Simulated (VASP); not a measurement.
A run of VASP 6.6.1 is set up as follows.

INCAR

```
ALGO = Normal
EDIFF = 1E-6
EDIFFG = -0.08
ENCUT = 520
GGA = PE
IBRION = 2
ISIF = 2
ISMEAR = -1
KPAR = 4
LASPH = True
LCHARG = False
LREAL = False
LWAVE = False
NELM = 60
NSW = 45
PREC = Accurate
SIGMA = 0.1
```

The input KPOINTS:

```
k-points
0
Gamma
  3 2 3
```

POSCAR

```
Tl12F
1.0
    6.9200000000      0.0000000000      0.0000000000
   -5.1900000000      8.9893440000      0.0000000000
    0.0000000000      0.0000000000      5.5325400000
Tl F
12 1
Direct
    0.0000000000      0.0000000000      0.0000000000
    0.1666667000      0.2222222000      0.5000000000
    0.0000000000      0.3333333000      0.0000000000
    0.1666667000      0.5555556000      0.5000000000
    0.0000000000      0.6666667000      0.0000000000
    0.1666667000      0.8888889000      0.5000000000
    0.5000000000      0.0000000000      0.0000000000
    0.6666667000      0.2222222000      0.5000000000
    0.5000000000      0.3333333000      0.0000000000
    0.6666667000      0.5555556000      0.5000000000
    0.5000000000      0.6666667000      0.0000000000
    0.6666667000      0.8888889000      0.5000000000
    0.8437243000      0.4531575000      0.2530084000
```

Potentials or basis: VASP PAW PBE potentials, release 64 (Tl_d, F).

The run is started by

```sh
$ cat potpaw_PBE.64/Tl_d/POTCAR potpaw_PBE.64/F/POTCAR > POTCAR
$ mpirun -np 4 vasp_std > vasp.out
```

Task: Predict the band gap on the k mesh.

Result: Zero (an odd number of electrons rules out a gap without spin polarisation).

Task: Predict the energy gained by relaxing.

Result: 53.2 meV/atom.

Final structure:
```
Tl F
1.0
     6.92000    0.00000    0.00000
    -5.19000    8.98934    0.00000
     0.00000    0.00000    5.53254
Tl F
12 1
Direct
  0.99124 0.99650 0.98977
  0.16920 0.22104 0.47108
  0.00463 0.32516 0.97391
  0.18386 0.56243 0.52814
  0.02106 0.69125 0.97854
  0.15940 0.88523 0.48137
  0.50760 0.00391 0.01441
  0.64576 0.19981 0.51961
  0.48620 0.32763 0.97599
  0.66134 0.56376 0.52700
  0.49855 0.66828 0.03257
  0.67670 0.89379 0.51072
  0.83817 0.44771 0.24988
```

Caveat: the k points lie up to 0.38 Å⁻¹ apart, too coarse for converged energies and pressures of a metal; spin-orbit coupling is left out, which moves the levels of the heavy elements.
